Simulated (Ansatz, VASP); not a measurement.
Sb in VASP and in Ansatz

```
Sb
1.0
     3.54716    0.00000    0.00000
     0.00000    3.54716    0.00000
     0.00000    0.00000    2.50784
Sb
1
Direct
  0.00000 0.00000 0.00000
```

Alike in both runs: task single point; functional r2SCAN; k mesh 16 × 16 × 16; occupations gaussian, width 0.15 eV; no spin polarisation.

```csv
,VASP,Ansatz
version,VASP 6.6.1,Ansatz 0.2.0
potentials or method,"VASP PAW PBE potentials, release 64 (Sb), cutoff 520 eV","scalar-relativistic, plane waves, PAW"
valence electrons in the cell,5,15
```

```tsv
	VASP	Ansatz	Ansatz less VASP
gap on the k mesh at the Fermi level (eV)	none	none	-
pressure (GPa)	12.6	12.3	-0.29
traceless stress, the component that is largest in VASP (GPa)	34.92	34.39	-0.526
```

VASP's potentials were made for PBE, not for r2SCAN. A gap of «none» marks a metal or a gap that the smearing closes. VASP's potentials hold 5 valence electrons a cell and Ansatz's 15, so a difference there can come from the potentials and not from the codes.

Neither program's run includes spin-orbit coupling.
